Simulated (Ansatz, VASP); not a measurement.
**Fe in VASP and in Ansatz**

```xyz
1
Lattice="0.0000 1.8347 1.8347 1.8347 0.0000 1.8347 1.8347 1.8347 0.0000" Properties=species:S:1:pos:R:3 pbc="T T T"
Fe    0.0000    0.0000    0.0000
```

Alike in both runs: task single point; functional revPBE; k mesh 24 × 24 × 24; occupations fermi-dirac, width 0.05 eV; collinear spin.

|  | VASP | Ansatz |
| --- | --- | --- |
| version | VASP 6.6.1 | Ansatz 0.2.0 |
| potentials or method | VASP PAW PBE potentials, release 64 (Fe), cutoff 520 eV | plane waves (420 eV) with PAW, scalar-relativistic |
| valence electrons in the cell | 8 | 16 |

VASP gave:

| Quantity | Value |
| --- | --- |
| net moment per atom (μB) | 2.63 |
| size of the moment on the site where the two differ most (μB) | 2.64 |

What did Ansatz give for the same quantities?

net moment per atom (μB): 2.63; size of the moment on the site where the two differ most (μB): 2.69.

VASP's potentials were made for PBE, not for revPBE. Site moments also hang on the region over which each program counts them. VASP's potentials hold 8 valence electrons a cell and Ansatz's 16, so a difference there can come from the potentials and not from the codes.
